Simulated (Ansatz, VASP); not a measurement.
**KF: VASP beside Ansatz**

Contents of INCAR:

```
SYSTEM = KF
PREC = Accurate ; ENCUT = 520
EDIFF = 1E-6 ; ISMEAR = -1
SIGMA = 0.01 ; LREAL = .False.
LASPH = .True. ; NELM = 60
ALGO = Normal ; ISIF = 2
LWAVE = .False. ; LCHARG = .False.
GGA = PE ; NBANDS = 15
```

Contents of KPOINTS:

```
regular mesh
0
Gamma
  9 9 9
  0 0 0
```

File POSCAR:

```
KF
1.0
    0.0000000000      2.6193877275      2.6193877275
    2.6193877275      0.0000000000      2.6193877275
    2.6193877275      2.6193877275      0.0000000000
K F
1 1
Direct
    0.0000000000      0.0000000000      0.0000000000
    0.5000000000      0.5000000000      0.5000000000
```

Input for Ansatz:

```yaml
crystal:
  lattice:
    - [0.0, 2.6193877275, 2.6193877275]
    - [2.6193877275, 0.0, 2.6193877275]
    - [2.6193877275, 2.6193877275, 0.0]
  atoms:
    - { symbol: K, position: [0.0, 0.0, 0.0] }
    - { symbol: F, position: [0.5, 0.5, 0.5] }
kpoints:
  mp_grid: { grid: [9, 9, 9] }
scf:
  occupations: { method: fermi_dirac, width: 0.01 }
hamiltonian:
  xc: pbe
  pseudopotentials: { kind: all_electron, lapw: { basis_error: 0.001 } }
output:
  forces: true
  stress: true
  eigenvalues: true
```

Change from the starting cell: volume scaled by 0.9405.

Alike in both runs: task single point; functional PBE; k mesh 9 × 9 × 9; occupations fermi-dirac, width 0.01 eV; no spin polarisation.

|  | VASP | Ansatz |
| --- | --- | --- |
| version | VASP 6.6.1 | Ansatz 0.2.0 |
| potentials or method | VASP PAW PBE potentials, release 64 (K_sv, F), cutoff 520 eV | all-electron LAPW, scalar-relativistic |

```tsv
	VASP	Ansatz	Ansatz less VASP
gap on the k mesh at the Fermi level (eV)	6.49	6.50	+0.013
pressure (GPa)	3.9	3.8	-0.10
```

Ansatz ran all-electron here, and VASP with PAW potentials.
